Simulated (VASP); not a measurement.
# BP (F-43m) in VASP: further runs

Runs on BP. Level: PBE+D3(BJ). Tasks: single point, relaxation of cell and atoms.

Everything below comes from runs of VASP 6.6.1. Logs are shortened: lines on timing, memory, paths and dates and some standing lists are left out, and cuts for length are marked.

## (1) The cell of the first run

Symmetry: F-43m, No. 216, cubic system. Conventional cell: a = 4.507 Å, b = 4.507 Å, c = 4.507 Å, α = 90.00°, β = 90.00°, γ = 90.00°. B (site symmetry -43m) has 4 P at 1.95 Å within 2.6 Å. Within 2.6 Å of P (site symmetry -43m) lie 4 B at 1.95 Å.

## (2) Single point, PBE+D3(BJ)

Contents of INCAR:

```
PREC = Accurate
ENCUT = 500
EDIFF = 1E-6
ISMEAR = 0
SIGMA = 0.02
LREAL = F
LASPH = T
NELM = 120
ALGO = Normal
ISIF = 2
LWAVE = F
LCHARG = F
GGA = PE
IVDW = 12
NBANDS = 11
GGA_COMPAT = F
```

Contents of KPOINTS:

```
regular mesh
0
Gamma
  10 10 10
```

Contents of POSCAR:

```
BP
1.0
    0.0000000000      2.2536929292      2.2536929292
    2.2536929292      0.0000000000      2.2536929292
    2.2536929292      2.2536929292      0.0000000000
B P
1 1
Direct
    0.0000000000      0.0000000000      0.0000000000
    0.2500000000      0.2500000000      0.2500000000
```

Potentials or basis: VASP PAW PBE potentials, release 64 (B, P).

Command:

```sh
$ cat potpaw_PBE.64/B/POTCAR potpaw_PBE.64/P/POTCAR > POTCAR
$ mpirun -np 1 vasp_std > vasp.out
```

OUTCAR:

```text
PREC = Accurate
   ENCUT = 500
   EDIFF = 1E-6
   ISMEAR = 0
   LREAL = F
   LASPH = T
   NELM = 120
   ISIF = 2
   GGA = PE
   IVDW = 12
 IVDW          = 12

 ion  position               nearest neighbor table
   1  0.000  0.000  0.000-   2 1.95   2 1.95   2 1.95   2 1.95
   2  0.250  0.250  0.250-   1 1.95   1 1.95   1 1.95   1 1.95

  LATTYP: Found a face centered cubic cell.
 ALAT       =     4.5073858584

  Lattice vectors:

 A1 = (   0.0000000000,   2.2536929292,   2.2536929292)
 A2 = (   2.2536929292,   0.0000000000,   2.2536929292)
 A3 = (   2.2536929292,   2.2536929292,   0.0000000000)

Analysis of symmetry for initial positions (statically):
=====================================================================
 Subroutine PRICEL returns:
 Original cell was already a primitive cell.

 Routine SETGRP: Setting up the symmetry group for a
 face centered cubic supercell.

 Subroutine GETGRP returns: Found 24 space group operations
 (whereof 24 operations were pure point group operations)
 out of a pool of 48 trial point group operations.

The static configuration has the point symmetry T_d .

Analysis of symmetry for dynamics (positions and initial velocities):
=====================================================================
 Subroutine PRICEL returns:
 Original cell was already a primitive cell.

 Routine SETGRP: Setting up the symmetry group for a
 face centered cubic supercell.

 Subroutine GETGRP returns: Found 24 space group operations
 (whereof 24 operations were pure point group operations)
 out of a pool of 48 trial point group operations.

The dynamic configuration has the point symmetry T_d .

 Subroutine INISYM returns: Found 24 space group operations
 (whereof 24 operations are pure point group operations),
 and found     1 'primitive' translations

----------------------------------------------------------------------------------------

                                     Primitive cell

  volume of cell :      22.8936

  direct lattice vectors                    reciprocal lattice vectors
     0.000000000  2.253692929  2.253692929    -0.221858086  0.221858086  0.221858086
     2.253692929  0.000000000  2.253692929     0.221858086 -0.221858086  0.221858086
     2.253692929  2.253692929  0.000000000     0.221858086  0.221858086 -0.221858086

  length of vectors
     3.187203106  3.187203106  3.187203106     0.384269477  0.384269477  0.384269477

[... 87 lines left out ...]
   ISYM   =      2    0-nonsym 1-usesym 2-fastsym
   POTIM  = 0.5000    time-step for ionic-motion
   TEBEG  =    0.0;   TEEND  =   0.0 temperature during run
   PSTRESS=    0.0 pullay stress
   NELECT =       8.0000    total number of electrons
   NUPDOWN=      -1.0000    fix difference up-down
   EMIN   =  10.00;   EMAX   =-10.00  energy-range for DOS
   EFERMI =   0.00;   METHOD = LEGACY
   ISMEAR =     0;   SIGMA  =   0.02  broadening in eV -4-tet -1-fermi 0-gaus
   EFERMI_NEDOS =   21; number of points for ismear=-14 and -15
   IALGO  =     38    algorithm
   IMIX   =      4    mixing-type and parameters
     AMIX     =   0.40;   BMIX     =  1.00
     AMIX_MAG =   1.60;   BMIX_MAG =  1.00
  volume/ion in A,a.u.               =      11.45        77.25
  Fermi-wavevector in a.u.,A,eV,Ry     =   1.153099  2.179042 18.090827  1.329638
  Thomas-Fermi vector in A             =   2.289746
   LORBIT       =      0    0 simple, 1 ext, 2 COOP (PROOUT), +10 PAW based schemes
   GGA     = PE    functional components
   LHFCALC =     F    Hartree Fock is set to
   AEXX    =    0.0000 exact exchange contribution
   IVDW    =    12    specifies the selected vdW correction
   LEPSILON=     F    determine dielectric tensor
   LRPA    =     F    only Hartree local field effects (RPA)
 non-spin polarized calculation
 Gauss-broadening in eV      SIGMA  =   0.02
  energy-cutoff  :      500.00
  volume of cell :       22.89
 maximum number of plane-waves:       592
   NGX = 11   NGY = 11   NGZ = 11

 number of electron       8.0000001 magnetization

 Free energy of the ion-electron system (eV)
  ---------------------------------------------------
  ext. energy  EPLUGINS =         0.00000000
  ---------------------------------------------------
  free energy    TOTEN  =       -12.92228236 eV

  energy without entropy =      -12.92228236  energy(sigma->0) =      -12.92228236

 E-fermi :   7.8424     XC(G=0): -10.9949

 val. band max:        7.6750746991   @ k =   0.0000   0.0000   0.0000
 cond. band min:       8.8861971784   @ k =   0.4000   0.4000   0.0000
 fundamental gap:      1.2111224793
 Fermi energy:         7.8423536300

 k-point     1 :       0.0000    0.0000    0.0000
  band No.  band energies     occupation
      1      -7.9679      2.00000
      2       7.6751      2.00000
      3       7.6751      2.00000
      4       7.6751      2.00000
      5      11.1063      0.00000
      6      11.1063      0.00000
      7      11.1063      0.00000
      8      15.3604      0.00000
      9      19.3265      0.00000
     10      19.8620      0.00000
     11      19.8620      0.00000
[... 309 lines left out ...]
 k-point    24 :       0.4000    0.3000    0.0000
  band No.  band energies     occupation
      1      -4.9745      2.00000
      2       1.4707      2.00000
      3       3.5504      2.00000
      4       4.0959      2.00000
      5       9.4705      0.00000
      6      11.2920      0.00000
      7      17.2917      0.00000
      8      17.3049      0.00000
      9      21.9155      0.00000
     10      23.0535      0.00000
     11      25.0280      0.00000

 [... further k-points ...]

------------------------ aborting loop because EDIFF is reached ----------------------------------------

 Edisp (eV)   -0.66017

 E8    (eV) :    -0.2412

  FORCE on cell =-STRESS in cart. coord.  units (eV):
  Direction    XX          YY          ZZ          XY          YZ          ZX
  --------------------------------------------------------------------------------------
  -------------------------------------------------------------------------------------
  Total      -0.03428    -0.03428    -0.03428     0.00000    -0.00000     0.00000
  in kB      -2.39912    -2.39912    -2.39912     0.00000    -0.00000     0.00000
  external pressure =       -2.40 kB  Pullay stress =        0.00 kB

 VOLUME and BASIS-vectors are now :
 -----------------------------------------------------------------------------
  energy-cutoff  :      500.00
  volume of cell :       22.89
      direct lattice vectors                 reciprocal lattice vectors
     0.000000000  2.253692929  2.253692929    -0.221858086  0.221858086  0.221858086
     2.253692929  0.000000000  2.253692929     0.221858086 -0.221858086  0.221858086
     2.253692929  2.253692929  0.000000000     0.221858086  0.221858086 -0.221858086

 POSITION                                       TOTAL-FORCE (eV/Angst)
 -----------------------------------------------------------------------------------
      0.00000      0.00000      0.00000         0.000000      0.000000      0.000000
      1.12685      1.12685      1.12685        -0.000000     -0.000000     -0.000000
 -----------------------------------------------------------------------------------
    total drift:                                0.000000      0.000000      0.000000

  FREE ENERGIE OF THE ION-ELECTRON SYSTEM (eV)
  ---------------------------------------------------
  free  energy   TOTEN  =       -13.5824515074 eV

  energy  without entropy=      -13.5824515074  energy(sigma->0) =      -13.58245151
```

OSZICAR:

```text
N       E                     dE             d eps       ncg     rms          rms(c)
DAV:   1     0.864860891150E+01    0.86486E+01   -0.39739E+03  1034   0.639E+02
DAV:   2    -0.131246903850E+02   -0.21773E+02   -0.20805E+02  1406   0.108E+02
DAV:   3    -0.136718153784E+02   -0.54712E+00   -0.54608E+00  1300   0.151E+01
DAV:   4    -0.136738221208E+02   -0.20067E-02   -0.20066E-02  1167   0.110E+00
DAV:   5    -0.136738321754E+02   -0.10055E-04   -0.10055E-04  1301   0.759E-02    0.742E+00
DAV:   6    -0.130269896949E+02    0.64684E+00   -0.14478E+00  1172   0.526E+00    0.400E+00
DAV:   7    -0.129297946805E+02    0.97195E-01   -0.25356E-01  1286   0.250E+00    0.136E+00
DAV:   8    -0.129217563407E+02    0.80383E-02   -0.27405E-02  1218   0.951E-01    0.200E-01
DAV:   9    -0.129220758204E+02   -0.31948E-03   -0.70986E-04  1204   0.182E-01    0.130E-01
DAV:  10    -0.129222707396E+02   -0.19492E-03   -0.24495E-04  1166   0.984E-02    0.288E-02
DAV:  11    -0.129222814369E+02   -0.10697E-04   -0.11665E-05  1318   0.225E-02    0.352E-02
DAV:  12    -0.129222823615E+02   -0.92454E-06   -0.46483E-06  1154   0.105E-02
   1 F= -.13582452E+02 E0= -.13582452E+02  d E =-.140666E-34
```

stdout:

```text
POSCAR found type information on POSCAR B P
 POSCAR found :  2 types and       2 ions
 scaLAPACK will be used
 LDA part: xc-table for (Slater+PW92), standard interpolation
 POSCAR, INCAR and KPOINTS ok, starting setup
 FFT: planning ... GRIDC
 FFT: planning ... GRID_SOFT
 FFT: planning ... GRID
 WAVECAR not read
 entering main loop
```

Wall time 3.3 s (1 thread of Intel Xeon 6975P-C (Granite Rapids), shared host); peak memory 0.14 GiB.

What came out:

```yaml
Free_energy: -13.5825 eV
Pressure: -0.2 GPa
Band_gap_on_the_k_mesh: 1.21 eV, indirect (least direct gap 3.43 eV)
Dispersion_energy_per_atom: -0.330 eV
```

Levels at points of the mesh, in eV from the valence-band top:
```tsv
k point	band 1	band 2	band 3	band 4	band 5	band 6	band 7	band 8	band 9
(0.00, 0.00, 0.00)	-15.64	0.00	0.00	0.00	3.43	3.43	3.43	7.69	11.65
(0.50, 0.00, 0.00)	-12.24	-9.18	-1.78	-1.78	3.90	4.73	4.73	10.20	14.76
(0.50, 0.50, 0.00)	-10.68	-8.69	-4.19	-4.19	1.29	1.64	12.31	12.31	15.48
```

## (3) Relaxation of cell and atoms, PBE+D3(BJ)

This run uses another cell than the first one, of 11.64 Å³/atom, 1.017 times its volume.

Contents of INCAR:

```
SYSTEM = BP
  PREC = Accurate
  ENCUT = 500
  EDIFF = 1E-7
  ISMEAR = 0
  SIGMA = 0.02
  LREAL = .False.
  LASPH = .True.
  NELM = 120
  ALGO = Normal
  ISIF = 3
  LWAVE = .False.
  LCHARG = .False.
  GGA = PE
  IVDW = 12
  IBRION = 2
  NSW = 70
  EDIFFG = -0.02
  GGA_COMPAT = .False.
  NELMIN = 4
```

Contents of KPOINTS:

```
Automatic mesh
0
Gamma
  10 10 10
  0 0 0
```

Contents of POSCAR:

```
BP
1.0
    0.0000000000      2.2660722700      2.2660722700
    2.2660722700      0.0000000000      2.2660722700
    2.2660722700      2.2660722700      0.0000000000
B P
1 1
Direct
    0.0000000000      0.0000000000      0.0000000000
    0.2500000000      0.2500000000      0.2500000000
```

Potentials or basis: VASP PAW PBE potentials, release 64 (B, P).

Command:

```sh
$ cat potpaw_PBE.64/B/POTCAR potpaw_PBE.64/P/POTCAR > POTCAR
$ mpirun -np 1 vasp_std > vasp.out
```

Run time: 6.4 s. Hardware: 1 thread of Intel Xeon 6975P-C (Granite Rapids), shared host; peak memory 0.14 GiB.

Results (log left out):

- Free energy: -13.5826 eV
- Relaxed volume: 11.43 Å³/atom
- Relaxed cell: a = 3.186 Å, b = 3.186 Å, c = 3.186 Å, α = 60.00°, β = 60.00°, γ = 60.00°
- Space group after relaxing (to 0.05 Å): F-43m (No. 216)
- Energy gained by relaxing: 1.9 meV/atom
- Ionic steps: 3
- Pressure after relaxing: 0.0 GPa
- Band gap on the k mesh: 1.21 eV, indirect (least direct gap 3.43 eV)
- Dispersion energy per atom: -0.331 eV

Step by step:
| step | energy change (eV) | largest force (eV/Å) | pressure (GPa) | volume (Å³) |
| --- | --- | --- | --- | --- |
| 1 | 0.0000 | 0.0000 | -2.93 | 23.27 |
| 2 | -0.0017 | 0.0000 | 2.29 | 22.56 |
| 3 | -0.0038 | 0.0000 | 0.01 | 22.86 |

Final structure:
```
CELL_PARAMETERS angstrom
0.00000 2.25264 2.25264
2.25264 0.00000 2.25264
2.25264 2.25264 0.00000
ATOMIC_POSITIONS crystal
B 0.00000 0.00000 0.00000
P 0.25000 0.25000 0.25000
```

Levels at points of the mesh, in eV from the valence-band top:
| k point | band 2 | band 3 | band 4 | band 5 | band 6 | band 7 |
| --- | --- | --- | --- | --- | --- | --- |
| (0.00, 0.00, 0.00) | 0.00 | 0.00 | 0.00 | 3.43 | 3.43 | 3.43 |
| (0.50, 0.00, 0.00) | -9.19 | -1.78 | -1.78 | 3.91 | 4.73 | 4.73 |
| (0.50, 0.50, 0.00) | -8.70 | -4.19 | -4.19 | 1.29 | 1.64 | 12.33 |

A k mesh can miss the band edges.
